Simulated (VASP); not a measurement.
# Al2O3 (R-3c) in VASP: relaxation of cell and atoms with LDA

Aim: the relaxation of cell and atoms of Al2O3 with LDA.

Everything below comes from runs of VASP 6.6.1. Logs are shortened: lines on timing, memory, paths and dates and some standing lists are left out, and cuts for length are marked.

**1. The cell of the first run**

Symmetry: R-3c, No. 167, trigonal system. Conventional cell: a = 4.760 Å, b = 4.760 Å, c = 12.996 Å, α = 90.00°, β = 90.00°, γ = 120.00°. Within 2.5 Å of Al (site symmetry 3) lie 6 O at 1.85 to 1.97 Å. Within 2.9 Å of O (site symmetry 2) lie 4 Al at 1.85 to 1.97 Å and 12 O at 2.53 to 2.86 Å.

**2. Relaxation of cell and atoms, LDA**

File INCAR:

```
  ALGO = Normal
  EDIFF = 1E-6
  EDIFFG = -0.005
  ENCUT = 600
  IBRION = 2
  ISIF = 3
  ISMEAR = 0
  LASPH = True
  LCHARG = False
  LREAL = False
  LWAVE = False
  NELM = 60
  NSW = 100
  PREC = Accurate
  SIGMA = 0.02
```

File KPOINTS:

```
k-points
0
Gamma
  6 6 6
```

File POSCAR:

```
Al2O3
1.0
    2.3802500000      1.3742379782      4.3318666667
   -2.3802500000      1.3742379782      4.3318666667
    0.0000000000     -2.7484759565      4.3318666667
Al O
4 6
Direct
    0.3521600000      0.3521600000      0.3521600000
    0.1478400000      0.1478400000      0.1478400000
    0.6478400000      0.6478400000      0.6478400000
    0.8521600000      0.8521600000      0.8521600000
    0.5566800000      0.9433200000      0.2500000000
    0.2500000000      0.5566800000      0.9433200000
    0.9433200000      0.2500000000      0.5566800000
    0.4433200000      0.0566800000      0.7500000000
    0.7500000000      0.4433200000      0.0566800000
    0.0566800000      0.7500000000      0.4433200000
```

Potentials or basis: VASP PAW LDA potentials, release 64 (Al, O).

On the command line:

```bash
cat potpaw_LDA.64/Al/POTCAR potpaw_LDA.64/O/POTCAR > POTCAR
mpirun -np 1 vasp_std > vasp.out
```

OUTCAR:

```text
EDIFF = 1E-6
   EDIFFG = -0.005
   ENCUT = 600
   IBRION = 2
   ISIF = 3
   ISMEAR = 0
   LASPH = True
   LREAL = False
   NELM = 60
   NSW = 100
   PREC = Accurate

 ion  position               nearest neighbor table
   1  0.352  0.352  0.352-   9 1.85  10 1.85   8 1.85   7 1.97   5 1.97   6 1.97   2 2.66   3 2.79
                             3 2.79   3 2.79   2 3.22   2 3.22   2 3.22
   2  0.148  0.148  0.148-  10 1.85   9 1.85   8 1.85   6 1.97   5 1.97   7 1.97   1 2.66   4 2.79
                             4 2.79   4 2.79   1 3.22   1 3.22   1 3.22
   3  0.648  0.648  0.648-   6 1.85   7 1.85   5 1.85  10 1.97   8 1.97   9 1.97   4 2.66   1 2.79
                             1 2.79   1 2.79   4 3.22   4 3.22   4 3.22
   4  0.852  0.852  0.852-   7 1.85   6 1.85   5 1.85   9 1.97   8 1.97  10 1.97   3 2.66   2 2.79
                             2 2.79   2 2.79   3 3.22   3 3.22   3 3.22
   5  0.557  0.943  0.250-   3 1.85   4 1.85   1 1.97   2 1.97
   6  0.250  0.557  0.943-   3 1.85   4 1.85   2 1.97   1 1.97
   7  0.943  0.250  0.557-   4 1.85   3 1.85   1 1.97   2 1.97
   8  0.443  0.057  0.750-   1 1.85   2 1.85   3 1.97   4 1.97
   9  0.750  0.443  0.057-   1 1.85   2 1.85   4 1.97   3 1.97
  10  0.057  0.750  0.443-   2 1.85   1 1.85   3 1.97   4 1.97

  LATTYP: Found a trigonal (rhomboedric) cell.
 ALAT       =     5.1302230849
 COS(alpha) =     0.5694707703

  Lattice vectors:

 A1 = (   2.3802500000,   1.3742379782,   4.3318666667)
 A2 = (  -2.3802500000,   1.3742379782,   4.3318666667)
 A3 = (   0.0000000000,  -2.7484759565,   4.3318666667)

Analysis of symmetry for initial positions (statically):
=====================================================================
 Subroutine PRICEL returns:
 Original cell was already a primitive cell.

 Routine SETGRP: Setting up the symmetry group for a
 trigonal (rhombohedral) supercell.

 Subroutine GETGRP returns: Found 12 space group operations
 (whereof  6 operations were pure point group operations)
 out of a pool of 12 trial point group operations.

The static configuration has the point symmetry S_6 .
 The point group associated with its full space group is D_3d.

Analysis of symmetry for dynamics (positions and initial velocities):
=====================================================================
 Subroutine PRICEL returns:
 Original cell was already a primitive cell.

 Routine SETGRP: Setting up the symmetry group for a
 trigonal (rhombohedral) supercell.

 Subroutine GETGRP returns: Found 12 space group operations
 (whereof  6 operations were pure point group operations)
 out of a pool of 12 trial point group operations.

The dynamic configuration has the point symmetry S_6 .
 The point group associated with its full space group is D_3d.

 Subroutine INISYM returns: Found 12 space group operations
 (whereof  6 operations are pure point group operations),
 and found     1 'primitive' translations

----------------------------------------------------------------------------------------

                                     Primitive cell

  volume of cell :      85.0180

  direct lattice vectors                    reciprocal lattice vectors
     2.380250000  1.374237978  4.331866667     0.210061968  0.121279334  0.076949121
    -2.380250000  1.374237978  4.331866667    -0.210061968  0.121279334  0.076949121
     0.000000000 -2.748475957  4.331866667     0.000000000 -0.242558668  0.076949121

  length of vectors
     5.130223085  5.130223085  5.130223085     0.254471756  0.254471756  0.254471756

  position of ions in fractional coordinates (direct lattice)
     0.352160000  0.352160000  0.352160000
     0.147840000  0.147840000  0.147840000
     0.647840000  0.647840000  0.647840000
     0.852160000  0.852160000  0.852160000
     0.556680000  0.943320000  0.250000000
     0.250000000  0.556680000  0.943320000
     0.943320000  0.250000000  0.556680000
     0.443320000  0.056680000  0.750000000
     0.750000000  0.443320000  0.056680000
     0.056680000  0.750000000  0.443320000

  ion indices of the primitive-cell ions
   primitive index   ion index
                 1           1
                 2           2
                 3           3
                 4           4
                 5           5
                 6           6
                 7           7
                 8           8
                 9           9
                10          10

----------------------------------------------------------------------------------------

 KPOINTS: k-points

Automatic generation of k-mesh.
 Grid dimensions read from file:
 generate k-points for:    6    6    6

 Generating k-lattice:

  Cartesian coordinates                     Fractional coordinates (reciprocal lattice)
     0.035010328  0.020213222  0.012824854     0.166666667  0.000000000 -0.000000000
    -0.035010328  0.020213222  0.012824854     0.000000000  0.166666667 -0.000000000
     0.000000000 -0.040426445  0.012824854     0.000000000  0.000000000  0.166666667

  Length of vectors
     0.042411959  0.042411959  0.042411959

  Shift w.r.t. Gamma in fractional coordinates (k-lattice)
     0.000000000  0.000000000  0.000000000

 Subroutine IBZKPT returns following result:
 ===========================================

 Found     32 irreducible k-points:

 Following reciprocal coordinates:
            Coordinates               Weight
  0.000000  0.000000  0.000000      1.000000
  0.166667  0.000000  0.000000      6.000000
  0.333333 -0.000000 -0.000000      6.000000
  0.500000 -0.000000 -0.000000      3.000000
  0.166667  0.166667  0.000000      6.000000
  0.333333  0.166667 -0.000000     12.000000
[... 16 lines left out ...]
  0.500000  0.500000  0.166667      6.000000
 -0.333333  0.500000  0.166667     12.000000
 [... further k-points ...]
   k-points           NKPTS =     32   k-points in BZ     NKDIM =     32   number of bands    NBANDS=     30
   number of dos      NEDOS =    301   number of ions     NIONS =     10
   total plane-waves  NPLWV =  74088
   dimension x,y,z NGX =    42 NGY =   42 NGZ =   42
   dimension x,y,z NGXF=    84 NGYF=   84 NGZF=   84
   ions per type =               4   6
   NGX,Y,Z   is equivalent  to a cutoff of  13.61, 13.61, 13.61 a.u.
   NGXF,Y,Z  is equivalent  to a cutoff of  27.22, 27.22, 27.22 a.u.
 SYSTEM =  unknown system
   PREC   = accura    normal or accurate (medium, high low for compatibility)
   ISTART =      0    job   : 0-new  1-cont  2-samecut
   ICHARG =      2    charge: 1-file 2-atom 10-const
   ISPIN  =      1    spin polarized calculation?
   LNONCOLLINEAR =      F non collinear calculations
   LSORBIT =      F    spin-orbit coupling
   LASPH  =      T    aspherical Exc in radial PAW
   ENCUT  =  600.0 eV  44.10 Ry    6.64 a.u.  10.25 10.25 10.25*2*pi/ulx,y,z
   NELM   =     60;   NELMIN=  2; NELMDL= -5     # of ELM steps
   EDIFF  = 0.1E-05   stopping-criterion for ELM
   LREAL  =      F    real-space projection
   EDIFFG = -.5E-02   stopping-criterion for IOM
   NSW    =    100    number of steps for IOM
   IBRION =      2    ionic relax: 0-MD 1-quasi-New 2-CG
   NFREE  =      1    steps in history (QN), initial steepest desc. (CG)
   ISIF   =      3    stress and relaxation
   ISYM   =      2    0-nonsym 1-usesym 2-fastsym
   POTIM  = 0.5000    time-step for ionic-motion
   TEBEG  =    0.0;   TEEND  =   0.0 temperature during run
   PSTRESS=    0.0 pullay stress
   NELECT =      48.0000    total number of electrons
   NUPDOWN=      -1.0000    fix difference up-down
   EMIN   =  10.00;   EMAX   =-10.00  energy-range for DOS
   EFERMI =   0.00;   METHOD = LEGACY
   ISMEAR =     0;   SIGMA  =   0.02  broadening in eV -4-tet -1-fermi 0-gaus
   EFERMI_NEDOS =   21; number of points for ismear=-14 and -15
   IALGO  =     38    algorithm
   IMIX   =      4    mixing-type and parameters
     AMIX     =   0.40;   BMIX     =  1.00
     AMIX_MAG =   1.60;   BMIX_MAG =  1.00
  volume/ion in A,a.u.               =       8.50        57.37
  Fermi-wavevector in a.u.,A,eV,Ry     =   1.353064  2.556920 24.909299  1.830782
  Thomas-Fermi vector in A             =   2.480350
   LORBIT       =      0    0 simple, 1 ext, 2 COOP (PROOUT), +10 PAW based schemes
   GGA     = CA    functional components
   LHFCALC =     F    Hartree Fock is set to
   AEXX    =    0.0000 exact exchange contribution
   IVDW    =     0    specifies the selected vdW correction
   LEPSILON=     F    determine dielectric tensor
   LRPA    =     F    only Hartree local field effects (RPA)
 conjugate gradient relaxation of ions
 non-spin polarized calculation
 Gauss-broadening in eV      SIGMA  =   0.02
  energy-cutoff  :      600.00
  volume of cell :       85.02
 maximum number of plane-waves:      2873
 NGX is ok and might be reduce to    42
   NGX = 21   NGY = 21   NGZ = 21

--------------------------------------- Ionic step        1  -------------------------------------------

 number of electron      48.0000003 magnetization

 Free energy of the ion-electron system (eV)
  ---------------------------------------------------
  ext. energy  EPLUGINS =         0.00000000
  ---------------------------------------------------
  free energy    TOTEN  =       -83.10552377 eV

  energy without entropy =      -83.10552377  energy(sigma->0) =      -83.10552377

------------------------ aborting loop because EDIFF is reached ----------------------------------------

  FORCE on cell =-STRESS in cart. coord.  units (eV):
  Direction    XX          YY          ZZ          XY          YZ          ZX
  --------------------------------------------------------------------------------------
  -------------------------------------------------------------------------------------
  Total       -2.5385525     -2.5385525     -2.7626524      0.0000000      0.0000000      0.0000000
  in kB      -47.8394167    -47.8394167    -52.0626147      0.0000000      0.0000000      0.0000000
  external PRESSURE =     -49.2471493 kB  Pullay stress =       0.0000000 kB
[... 293 lines left out ...]
  energy  without entropy=      -83.1331568492  energy(sigma->0) =      -83.13315685

--------------------------------------- Ionic step        8  -------------------------------------------

 number of electron      48.0000003 magnetization

 Free energy of the ion-electron system (eV)
  ---------------------------------------------------
  ext. energy  EPLUGINS =         0.00000000
  ---------------------------------------------------
  free energy    TOTEN  =       -83.13316644 eV

  energy without entropy =      -83.13316644  energy(sigma->0) =      -83.13316644

 E-fermi :   6.2205     XC(G=0): -12.2587

 val. band max:        6.0409724541   @ k =   0.0000   0.0000   0.0000
 cond. band min:      12.4574391638   @ k =   0.0000   0.0000   0.0000
 fundamental gap:      6.4164667098
 Fermi energy:         6.2205394807

 k-point     1 :       0.0000    0.0000    0.0000
  band No.  band energies     occupation
      1     -13.1313      2.00000
      2     -10.6200      2.00000
      3     -10.3166      2.00000
      4     -10.3166      2.00000
      5      -9.9741      2.00000
      6      -9.9741      2.00000
[... 781 lines left out ...]
     29      16.6026      0.00000
     30      17.1600      0.00000

 [... further k-points ...]

------------------------ aborting loop because EDIFF is reached ----------------------------------------

  FORCE on cell =-STRESS in cart. coord.  units (eV):
  Direction    XX          YY          ZZ          XY          YZ          ZX
  --------------------------------------------------------------------------------------
  -------------------------------------------------------------------------------------
  Total       -0.0316366     -0.0316366     -0.0324199      0.0000000      0.0000000      0.0000000
  in kB       -0.6077972     -0.6077972     -0.6228456      0.0000000      0.0000000      0.0000000
  external PRESSURE =      -0.6128133 kB  Pullay stress =       0.0000000 kB
[... 25 lines left out ...]
  FREE ENERGIE OF THE ION-ELECTRON SYSTEM (eV)
  ---------------------------------------------------
  free  energy   TOTEN  =       -83.1331664352 eV

  energy  without entropy=      -83.1331664352  energy(sigma->0) =      -83.13316644

 reached required accuracy - stopping structural energy minimisation
```

Wall time 3.4 min (1 thread of Intel Xeon Platinum 8559C (Emerald Rapids), shared host); peak memory 0.25 GiB.

Results:

```yaml
Free_energy: -83.1332 eV
Relaxed_volume: 8.34 Å³/atom
Relaxed_cell: a = 5.094 Å, b = 5.094 Å, c = 5.094 Å, α = 55.36°, β = 55.36°, γ = 55.36°
Space_group_after_relaxing_to_0.1_Å: R-3c (No. 167)
Energy_gained_by_relaxing: 2.8 meV/atom
Ionic_steps: 8
Pressure_after_relaxing: -0.1 GPa
Band_gap_on_the_k_mesh: 6.42 eV
```

Forces on the atoms (eV/Å):
```
Al   0.000  0.000  0.003
Al   0.000  0.000 -0.003
Al   0.000  0.000 -0.003
Al   0.000  0.000  0.003
O   -0.002  0.000  0.000
O    0.001 -0.001  0.000
O    0.001  0.001  0.000
O    0.002  0.000  0.000
O   -0.001  0.001  0.000
O   -0.001 -0.001  0.000
```

The path:
```
step  energy change (eV)  largest force (eV/Å)  pressure (GPa)  volume (Å³)
   1              0.0000                0.1259           -4.92        85.02
   2             -0.0035                0.0671            5.04        81.84
   3             -0.0274                0.0312            0.05        83.36
   4             -0.0273                0.0291            0.16        83.32
   5             -0.0276                0.0129            0.07        83.35
   6             -0.0276                0.0063            0.09        83.35
   7             -0.0276                0.0071            0.09        83.35
   8             -0.0276                0.0027           -0.06        83.40
```

Final structure:
```xyz
10
Lattice="2.3664 1.3663 4.2989 -2.3664 1.3663 4.2989 0.0000 -2.7325 4.2989" Properties=species:S:1:pos:R:3 pbc="T T T"
Al    0.0000    0.0000    4.5395
Al    0.0000    0.0000    1.9089
Al    0.0000    0.0000    8.3573
Al    0.0000    0.0000   10.9879
O    -0.9193    1.3663    7.5231
O    -0.7236   -1.4793    7.5231
O     1.6429    0.1130    7.5231
O     0.9193   -1.3663    5.3737
O     0.7236    1.4793    5.3737
O    -1.6429   -0.1130    5.3737
```

Levels at points of the mesh, in eV from the valence-band top:
```csv
k point,band 22,band 23,band 24,band 25,band 26,band 27
"(0.00, 0.00, 0.00)",-0.04,-0.04,0.00,6.42,9.07,10.77
"(0.50, 0.00, 0.00)",-0.94,-0.29,-0.29,9.45,9.45,9.74
"(0.50, 0.50, 0.00)",-0.94,-0.77,-0.26,9.44,9.83,9.95
"(0.50, 0.50, 0.50)",-0.39,-0.39,-0.39,8.74,8.74,11.00
```

A k mesh can miss the band edges. Zero-point motion and thermal expansion aren't in these numbers.
